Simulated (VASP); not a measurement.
## GaP: relaxation of cell and atoms with LDA

The system is GaP.

```xyz
2
Lattice="0.0000 2.6957 2.6957 2.6957 0.0000 2.6957 2.6957 2.6957 0.0000" Properties=species:S:1:pos:R:3 pbc="T T T"
Ga    0.0000    0.0000    0.0000
P     4.0435    4.0435    4.0435
```

```
Program                : VASP 6.6.1
Task                   : relaxation of cell and atoms
Functional             : LDA
Potentials or basis    : VASP PAW LDA potentials, release 64 (Ga_d, P)
Cutoff                 : 600 eV
k mesh                 : 8 × 8 × 8
Occupations            : gaussian, width 0.01 eV
Spin                   : no spin polarisation
Target pressure        : 2 GPa
Dipole correction      : no
Further INCAR settings : ALGO = Normal; EDIFF = 1e-07; IBRION = 2; EDIFFG = -0.002; NSW = 100; ISIF = 3
```

| Property | Result |
| --- | --- |
| Relaxed volume | 19.20 Å³/atom |
| Relaxed cell | a = 3.787 Å, b = 3.787 Å, c = 3.787 Å, α = 60.00°, β = 60.00°, γ = 60.00° |
| Space group after relaxing (to 0.1 Å) | F-43m (No. 216) |
| Energy change on relaxing (the run minimises the enthalpy) | +2.5 meV/atom |
| Ionic steps | 3 |
| Pressure after relaxing | 2.0 GPa |
| Band gap on the k mesh | 1.39 eV (least direct gap 2.08 eV) |

Step by step:
| step | energy change (eV) | largest force (eV/Å) | pressure (GPa) | volume (Å³) |
| --- | --- | --- | --- | --- |
| 1 | 0.0000 | 0.0000 | 0.10 | 39.18 |
| 2 | 0.0138 | 0.0000 | 3.44 | 37.87 |
| 3 | 0.0050 | 0.0000 | 2.00 | 38.39 |

Final structure:
```cif
data_structure
_symmetry_space_group_name_H-M 'P 1'
_symmetry_Int_Tables_number 1
_cell_length_a 3.7866
_cell_length_b 3.7866
_cell_length_c 3.7866
_cell_angle_alpha 60.000
_cell_angle_beta 60.000
_cell_angle_gamma 60.000
_cell_volume 38.39
loop_
_atom_site_label
_atom_site_type_symbol
_atom_site_fract_x
_atom_site_fract_y
_atom_site_fract_z
_atom_site_occupancy
Ga1 Ga 0.00000 0.00000 0.00000 1
P1 P 0.75000 0.75000 0.75000 1
```

Levels at points of the mesh, in eV from the valence-band top:
```tsv
k point	band 5	band 6	band 7	band 8	band 9	band 10	band 11	band 12	band 13
(0.00, 0.00, 0.00)	-14.69	-12.92	0.00	0.00	0.00	2.08	3.78	3.78	3.78
(0.50, 0.00, 0.00)	-14.68	-10.66	-7.02	-1.21	-1.21	1.68	4.62	4.62	8.14
(0.50, 0.50, 0.00)	-14.67	-9.67	-7.10	-2.90	-2.90	1.39	1.63	10.86	10.86
```

Wall time 26 s on 1 thread of Intel(R) Xeon(R) Platinum 8559C (Emerald Rapids), on a shared host, peak memory 0.16 GiB.

Caveat: the cell is relaxed towards a set pressure, so the run minimises the enthalpy, not the energy. LDA usually gives volumes a few per cent too small.
